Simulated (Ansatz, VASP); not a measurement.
**SnTe in VASP and in Ansatz**

```
Te Sn
1.0
     0.00000    3.19231    3.19231
     3.19231    0.00000    3.19231
     3.19231    3.19231    0.00000
Te Sn
1 1
Direct
  0.50000 0.50000 0.50000
  0.00000 0.00000 0.00000
```

Alike in both runs: task single point; functional revPBE; dispersion D3(BJ); k mesh 7 × 7 × 7; occupations fermi-dirac, width 0.05 eV; no spin polarisation.

|  | VASP | Ansatz |
| --- | --- | --- |
| version | VASP 6.6.1 | Ansatz 0.2.0 |
| potentials or method | VASP PAW PBE potentials, release 64 (Te, Sn_d) | Ansatz PAW |
| plane-wave cutoff (eV) | 520 | 420 |
| valence electrons in the cell | 20 | 30 |

Ansatz gave:

* pressure (GPa): -2.2

**Question.** What did VASP give for the same quantities?

**Answer.** Pressure (GPa): -2.3.

VASP's potentials were made for PBE, not for revPBE. VASP's potentials hold 20 valence electrons a cell and Ansatz's 30, so a difference there can come from the potentials and not from the codes.

Neither program's run includes spin-orbit coupling.
